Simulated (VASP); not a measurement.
A run of VASP 6.6.1 is set up as follows.

The input INCAR:

```
ALGO = Normal
EDIFF = 1E-7
ENCUT = 520
GGA = PE
ISIF = 2
ISMEAR = 0
ISPIN = 2
LASPH = True
LCHARG = True
LELF = True
LMAXMIX = 4
LORBIT = 11
LREAL = False
LVHAR = True
LWAVE = False
MAGMOM = 1 0
NBANDS = 19
NELM = 150
PREC = Accurate
SIGMA = 0.1
```

Contents of KPOINTS:

```
k-points
0
Gamma
  6 6 6
```

The input POSCAR:

```
ZrC
1.0
    3.2843461673      0.0000000000      0.0000000000
   -1.6421730837      2.8443272157      0.0000000000
    0.0000000000      0.0000000000      2.9189114455
Zr C
1 1
Direct
    0.0000000000      0.0000000000      0.0000000000
    0.6666666667      0.3333333333      0.5000000000
```

Potentials or basis: VASP PAW PBE potentials, release 64 (Zr_sv, C).

The run is started by

```sh
$ cat potpaw_PBE.64/Zr_sv/POTCAR potpaw_PBE.64/C/POTCAR > POTCAR
$ mpirun -np 1 vasp_std > vasp.out
```

What does it give for the band gap on the k mesh?

Zero (filled and empty bands overlap).

Estimate the pressure.

0.1 GPa.

Estimate the net moment.

0.00 μB per cell.

Stress tensor (GPa, compression positive):
```
0.04 0.00 0.00
0.00 0.04 0.00
0.00 0.00 0.29
```

Caveat: the k points lie up to 0.37 Å⁻¹ apart.
